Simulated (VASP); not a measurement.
# Ca (I4/mmm) in VASP: a series of runs, part 2 of 2

VASP 6.6.1.

### 3 Single point, PBE (strain +0.030 along x and y, +0.000 along z)

Input file INCAR:

```
SYSTEM = Ca
  PREC = Accurate
  ENCUT = 520
  EDIFF = 1E-6
  ISMEAR = 0
  SIGMA = 0.15
  LREAL = .False.
  LASPH = .True.
  NELM = 100
  ALGO = Fast
  ISIF = 2
  LWAVE = .False.
  LCHARG = .True.
  GGA = PE
  LELF = .True.
  LVHAR = .True.
  NBANDS = 11
```

Input file KPOINTS:

```
regular mesh
0
Gamma
  14 14 14
  0 0 0
```

Input file POSCAR:

```
Ca
1.0
    0.0000000000      2.8780260000      2.7942000000
    2.8780260000      0.0000000000      2.7942000000
    2.8780260000      2.8780260000      0.0000000000
Ca
1
Direct
    0.0000000000      0.0000000000      0.0000000000
```

Potentials or basis: VASP PAW PBE potentials, release 64 (Ca_sv).

Launch:

```bash
$ cat potpaw_PBE.64/Ca_sv/POTCAR > POTCAR
$ mpirun -np 1 vasp_std > vasp.out
```

OUTCAR:

```text
SYSTEM = Ca
   PREC = Accurate
   ENCUT = 520
   EDIFF = 1E-6
   ISMEAR = 0
   LREAL = .False.
   LASPH = .True.
   NELM = 100
   ISIF = 2
   GGA = PE

 ion  position               nearest neighbor table
   1  0.000  0.000  0.000-

  LATTYP: Found a body centered tetragonal cell.
 ALAT       =     4.0701434021
 C/A-ratio  =     1.3730228761

  Lattice vectors:

 A1 = (   0.0000000000,  -2.8780260000,  -2.7942000000)
 A2 = (   0.0000000000,   2.8780260000,  -2.7942000000)
 A3 = (   2.8780260000,   0.0000000000,   2.7942000000)

Analysis of symmetry for initial positions (statically):
=====================================================================
 Subroutine PRICEL returns:
 Original cell was already a primitive cell.

 Routine SETGRP: Setting up the symmetry group for a
 body centered tetragonal supercell.

 Subroutine GETGRP returns: Found 16 space group operations
 (whereof 16 operations were pure point group operations)
 out of a pool of 16 trial point group operations.

The static configuration has the point symmetry D_4h.

Analysis of symmetry for dynamics (positions and initial velocities):
=====================================================================
 Subroutine PRICEL returns:
 Original cell was already a primitive cell.

 Routine SETGRP: Setting up the symmetry group for a
 body centered tetragonal supercell.

 Subroutine GETGRP returns: Found 16 space group operations
 (whereof 16 operations were pure point group operations)
 out of a pool of 16 trial point group operations.

The dynamic configuration has the point symmetry D_4h.

 Subroutine INISYM returns: Found 16 space group operations
 (whereof 16 operations are pure point group operations),
 and found     1 'primitive' translations

----------------------------------------------------------------------------------------

                                     Primitive cell

  volume of cell :      46.2889

[... 112 lines left out ...]
   LHFCALC =     F    Hartree Fock is set to
   AEXX    =    0.0000 exact exchange contribution
   IVDW    =     0    specifies the selected vdW correction
   LEPSILON=     F    determine dielectric tensor
   LRPA    =     F    only Hartree local field effects (RPA)
 non-spin polarized calculation
 RMM-DIIS sequential band-by-band and
 Gauss-broadening in eV      SIGMA  =   0.15
  energy-cutoff  :      520.00
  volume of cell :       46.29
 maximum number of plane-waves:      1267
 NGX is ok and might be reduce to    30
   NGX = 15   NGY = 15   NGZ = 15

 number of electron      10.0000003 magnetization

 Free energy of the ion-electron system (eV)
  ---------------------------------------------------
  ext. energy  EPLUGINS =         0.00000000
  ---------------------------------------------------
  free energy    TOTEN  =        -1.91896498 eV

  energy without entropy =       -1.90413070  energy(sigma->0) =       -1.91154784

 E-fermi :   1.6070     XC(G=0):  -7.4555

 val. band max:        1.6062334673   @ k =  -0.3571   0.3571   0.1429
 cond. band min:       1.6091622629   @ k =  -0.4286   0.0000   0.0714
 fundamental gap:      0.0029287956
 Fermi energy:         1.6069587370

 k-point     1 :       0.0000    0.0000    0.0000
  band No.  band energies     occupation
      1     -40.6270      2.00000
      2     -21.5532      2.00000
      3     -21.5532      2.00000
      4     -21.5518      2.00000
      5      -2.2523      2.00000
      6       3.7798      0.00000
      7       3.7798      0.00000
      8       3.8985      0.00000
      9       4.6967      0.00000
     10       4.8454      0.00000
     11      10.3400      0.00000
[... 309 lines left out ...]
 k-point    24 :       0.2857    0.1429    0.0000
  band No.  band energies     occupation
      1     -40.6216      2.00000
      2     -21.6021      2.00000
      3     -21.5684      2.00000
      4     -21.5651      2.00000
      5      -1.0880      2.00000
      6       2.9415      0.00000
      7       3.8595      0.00000
      8       4.0307      0.00000
      9       4.4803      0.00000
     10       5.0145      0.00000
     11       8.6500      0.00000

 [... further k-points ...]

------------------------ aborting loop because EDIFF is reached ----------------------------------------

  FORCE on cell =-STRESS in cart. coord.  units (eV):
  Direction    XX          YY          ZZ          XY          YZ          ZX
  --------------------------------------------------------------------------------------
  -------------------------------------------------------------------------------------
  Total       -0.4158087     -0.4158087     -0.3637746      0.0000000      0.0000000      0.0000000
  in kB      -14.3922025    -14.3922025    -12.5911683      0.0000000      0.0000000      0.0000000
  external PRESSURE =     -13.7918578 kB  Pullay stress =       0.0000000 kB

 VOLUME and BASIS-vectors are now :
 -----------------------------------------------------------------------------
  energy-cutoff  :      520.00
  volume of cell :       46.29
      direct lattice vectors                 reciprocal lattice vectors
     0.000000000  2.878026000  2.794200000    -0.173730189  0.173730189  0.178942094
     2.878026000  0.000000000  2.794200000     0.173730189 -0.173730189  0.178942094
     2.878026000  2.878026000  0.000000000     0.173730189  0.173730189 -0.178942094

 POSITION                                       TOTAL-FORCE (eV/Angst)
 -----------------------------------------------------------------------------------
      0.00000      0.00000      0.00000         0.000000     -0.000000      0.000000
 -----------------------------------------------------------------------------------
    total drift:                               -0.000000     -0.000000      0.000000

  FREE ENERGIE OF THE ION-ELECTRON SYSTEM (eV)
  ---------------------------------------------------
  free  energy   TOTEN  =        -1.9189649762 eV

  energy  without entropy=       -1.9041307039  energy(sigma->0) =       -1.91154784
```

OSZICAR:

```text
N       E                     dE             d eps       ncg     rms          rms(c)
DAV:   1     0.651391292460E+02    0.65139E+02   -0.49339E+03  5368   0.809E+02
DAV:   2    -0.366481363239E+00   -0.65506E+02   -0.64941E+02  5932   0.204E+02
DAV:   3    -0.185385751812E+01   -0.14874E+01   -0.14690E+01  8128   0.301E+01
DAV:   4    -0.192173467500E+01   -0.67877E-01   -0.67654E-01  7079   0.497E+00
DAV:   5    -0.192321654401E+01   -0.14819E-02   -0.14816E-02  7559   0.620E-01    0.226E+00
RMM:   6    -0.191951989003E+01    0.36967E-02   -0.84571E-03  5787   0.104E+00    0.140E+00
RMM:   7    -0.191912710923E+01    0.39278E-03   -0.20949E-02  6252   0.184E+00    0.112E-01
RMM:   8    -0.191883634367E+01    0.29077E-03   -0.48005E-03  6321   0.825E-01    0.283E-02
RMM:   9    -0.191892933802E+01   -0.92994E-04   -0.12007E-03  7713   0.388E-01    0.253E-02
RMM:  10    -0.191895823562E+01   -0.28898E-04   -0.21729E-04  8212   0.142E-01    0.123E-02
RMM:  11    -0.191896412401E+01   -0.58884E-05   -0.60032E-05  8337   0.581E-02    0.141E-02
RMM:  12    -0.191896709019E+01   -0.29662E-05   -0.92884E-06  7663   0.323E-02    0.134E-02
RMM:  13    -0.191896474511E+01    0.23451E-05   -0.51140E-06  6565   0.160E-02    0.749E-04
RMM:  14    -0.191896497618E+01   -0.23107E-06   -0.12424E-06  5089   0.715E-03
   1 F= -.19189650E+01 E0= -.19115478E+01  d E =-.148343E-01
```

Wall time 2.3 min (1 thread of Intel Xeon Platinum 8488C (Sapphire Rapids), shared host); peak memory 0.25 GiB.

What came out:

| Quantity | Value |
| --- | --- |
| Free energy | -1.9190 eV |
| Pressure | -1.4 GPa |
| Band gap on the k mesh | zero (band 5 reaches 1.82 eV, above the bottom of band 6 at 1.39 eV) |

Levels at points of the mesh, in eV from the Fermi level:
| k point | band 3 | band 4 | band 5 | band 6 | band 7 | band 8 |
| --- | --- | --- | --- | --- | --- | --- |
| (0.00, 0.00, 0.00) | -23.16 | -23.16 | -3.86 | 2.17 | 2.17 | 2.29 |
| (0.50, 0.00, 0.00) | -23.18 | -23.17 | -0.95 | -0.22 | 2.04 | 2.19 |
| (0.50, 0.50, 0.00) | -23.20 | -23.20 | -0.31 | 0.58 | 1.00 | 3.77 |
| (0.50, 0.00, 0.50) | -23.20 | -23.19 | -0.41 | 0.64 | 0.73 | 3.77 |

Caveat: the cell differs from its parent crystal (strain +0.030 along x and y, +0.000 along z).
